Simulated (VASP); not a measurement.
A run of VASP 6.6.1 is set up as follows.

File INCAR:

```
PREC = Accurate
ENCUT = 520
EDIFF = 1E-7
ISMEAR = 0
SIGMA = 0.1
LREAL = False
LASPH = True
NELM = 80
ALGO = Normal
ISIF = 2
LWAVE = False
LCHARG = False
LDIPOL = True
IDIPOL = 3
DIPOL = 0.5 0.5 0.416
GGA = PE
IBRION = 2
NSW = 50
EDIFFG = -0.025
```

The input KPOINTS:

```
Automatic mesh
0
Gamma
  9 9 1
```

Contents of POSCAR:

```
Al8H
1.0
    2.8543223330      0.0000000000      0.0000000000
   -1.4271611665      2.4719156510      0.0000000000
    0.0000000000      0.0000000000     31.9760593533
Al H
8 1
Selective dynamics
Direct
    0.3333333333      0.6666666667      0.1250935882  F F F
    0.0000000000      0.0000000000      0.1984546650  F F F
    0.6666666667      0.3333333333      0.2718157419  F F F
    0.0000000000      0.0000000000      0.3451768186  F F F
    0.3333333333      0.6666666667      0.4179469871  F F F
    0.0000000000      0.0000000000      0.4916851455  F F F
    0.6666666667      0.3333333333      0.5654358086  F F F
    0.0000000000      0.0000000000      0.6403559340  T T T
    0.0000000000      0.0000000000      0.6878914975  F F T
```

Potentials or basis: VASP PAW PBE potentials, release 64 (Al, H).

Command:

```bash
$ cat potpaw_PBE.64/Al/POTCAR potpaw_PBE.64/H/POTCAR > POTCAR
$ mpirun -np 1 vasp_std > vasp.out
```

Q: What does it give for the energy gained by relaxing?

A: 6.5 meV/atom.

Final structure:
```cif
data_structure
_symmetry_space_group_name_H-M 'P 1'
_symmetry_Int_Tables_number 1
_cell_length_a 2.8543
_cell_length_b 2.8543
_cell_length_c 31.9761
_cell_angle_alpha 90.000
_cell_angle_beta 90.000
_cell_angle_gamma 120.000
_cell_volume 225.61
loop_
_atom_site_label
_atom_site_type_symbol
_atom_site_fract_x
_atom_site_fract_y
_atom_site_fract_z
_atom_site_occupancy
Al1 Al 0.33333 0.66667 0.12509 1
Al2 Al 0.00000 0.00000 0.19845 1
Al3 Al 0.66667 0.33333 0.27182 1
Al4 Al 0.00000 0.00000 0.34518 1
Al5 Al 0.33333 0.66667 0.41795 1
Al6 Al 0.00000 0.00000 0.49169 1
Al7 Al 0.66667 0.33333 0.56544 1
Al8 Al 0.00000 0.00000 0.63736 1
H1 H 0.00000 0.00000 0.68762 1
```
